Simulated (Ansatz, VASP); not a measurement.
One calculation of Tl, two programs

```
Tl
1.0
     3.59544    0.00000    0.00000
    -1.79772    3.11374    0.00000
     0.00000    0.00000   11.60192
Tl
4
Direct
  0.00000 0.00000 0.00000
  0.00000 0.00000 0.50000
  0.33333 0.66667 0.25000
  0.66667 0.33333 0.75000
```

Alike in both runs: task single point; functional PBE; k mesh 12 × 12 × 3; occupations fermi-dirac, width 0.1 eV; no spin polarisation.

|  | VASP | Ansatz |
| --- | --- | --- |
| version | VASP 6.6.1 | Ansatz 0.2.0 |
| potentials or method | VASP PAW PBE potentials, release 64 (Tl_d), cutoff 520 eV | plane waves (420 eV) with PAW, scalar-relativistic |
| valence electrons in the cell | 52 | 52 |

```csv
,VASP,Ansatz,Ansatz less VASP
pressure (GPa),-0.9,-0.9,+0.06
"traceless stress, the component that is largest in VASP (GPa)",-0.22,-0.21,+0.005
```

Spin-orbit coupling is off throughout.
